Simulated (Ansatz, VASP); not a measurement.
## Two plane-wave programs on Ni

```
Ni
1.0
     2.49981    0.00000    0.00000
    -1.24991    2.16490    0.00000
     0.00000    0.00000    4.10957
Ni
2
Cartesian
  0.0000 1.4433 1.0274
  1.2499 0.7216 3.0822
```

Alike in both runs: functional revPBE; k mesh 14 × 14 × 8; occupations fermi-dirac, width 0.1 eV; no spin polarisation.

Ansatz relaxed the structure, and its values are those at the end. VASP's run is a single point on that final structure, the one shown.

|  | VASP | Ansatz |
| --- | --- | --- |
| version | VASP 6.6.1 | Ansatz 0.2.0 |
| potentials or method | VASP PAW PBE potentials, release 64 (Ni), cutoff 520 eV | plane waves (420 eV) with PAW, scalar-relativistic |
| valence electrons in the cell | 20 | 36 |

Ansatz gave:

- pressure (GPa): 0.0

Q: Estimate VASP's values.

A: Pressure (GPa): 0.2.

VASP's potentials were made for PBE, not for revPBE. VASP's potentials hold 20 valence electrons a cell and Ansatz's 36, so a difference there can come from the potentials and not from the codes.
